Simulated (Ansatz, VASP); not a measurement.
# One calculation of Ni, two programs

File INCAR:

```
ALGO     = Normal         # electronic algorithm
EDIFF    = 1E-6           # SCF threshold, eV
EDIFFG   = -0.01          # ionic threshold
ENCUT    = 600            # plane-wave cutoff, eV
GGA      = CA             # functional
IBRION   = 2              # ionic algorithm
ISIF     = 3              # what is computed and relaxed
ISMEAR   = -1             # smearing method
LASPH    = T              # aspherical terms in the spheres
LCHARG   = F              # write CHGCAR
LREAL    = F              # projectors in reciprocal space
LWAVE    = F              # write WAVECAR
NELM     = 100            # most SCF steps
NSW      = 80             # ionic steps
PREC     = Accurate       # precision mode
SIGMA    = 0.1            # smearing width, eV
```

Contents of KPOINTS:

```
k-points
0
Gamma
  9 9 13
```

Contents of POSCAR:

```
Ni
1.0
    3.9540713024      0.0000000000      0.0000000000
   -1.9770356512      3.4243261962      0.0000000000
    0.0000000000      0.0000000000      2.4238457083
Ni
3
Direct
    0.0000000000      0.0000000000      0.0000000000
    0.3333333333      0.6666666667      0.5000000000
    0.6666666667      0.3333333333      0.5000000000
```

Input for Ansatz:

```yaml
crystal:
  lattice:
    - [3.9540713024, 0.0, 0.0]
    - [-1.9770356512, 3.4243261962, 0.0]
    - [0.0, 0.0, 2.4238457083]
  atoms:
    - { symbol: Ni, position: [0.0, 0.0, 0.0] }
    - { symbol: Ni, position: [0.3333333333, 0.6666666667, 0.5] }
    - { symbol: Ni, position: [0.6666666667, 0.3333333333, 0.5] }
hamiltonian:
  xc: lda
  pseudopotentials:
    kind: paw
    azcp:
      Ni: "pseudopotentials/Ni.paw.azcp"
basis:
  ecutwfc: 420
  fft_grid_basis: typed
kpoints:
  mp_grid: { grid: [9, 9, 13], shift: [0, 0, 0] }
magnetization:
  spin_polarized: false
scf:
  occupations: { method: fermi_dirac, width: 0.1 }
relax:
  max_steps: 60
  f_tol: 0.01
  cell: {}
output:
  write_density: true
  write_potential: true
  elf: true
  volumetric_format: npy
```

Alike in both runs: task relaxation of cell and atoms; functional LDA; k mesh 9 × 9 × 13; occupations fermi-dirac, width 0.1 eV; no spin polarisation.

|  | VASP | Ansatz |
| --- | --- | --- |
| version | VASP 6.6.1 | Ansatz 0.2.0 |
| potentials or method | VASP PAW LDA potentials, release 64 (Ni), cutoff 600 eV | plane waves (420 eV) with PAW, scalar-relativistic |
| valence electrons in the cell | 30 | 54 |

Ansatz gave:

```
relaxed volume (Å³/atom)                                        : 10.19
relaxed length of the cell vector where the two differ most in proportion (Å) : 2.336
```

What did VASP give for the same quantities?

Relaxed volume (Å³/atom): 10.18; relaxed length of the cell vector where the two differ most in proportion (Å): 2.335.

Ansatz warns that its potentials were made for another functional, while VASP's fit it. LDA's correlation is that of Perdew and Zunger in VASP and of Perdew and Wang (1992) in Ansatz. VASP's potentials hold 30 valence electrons a cell and Ansatz's 54, so a difference there can come from the potentials and not from the codes.
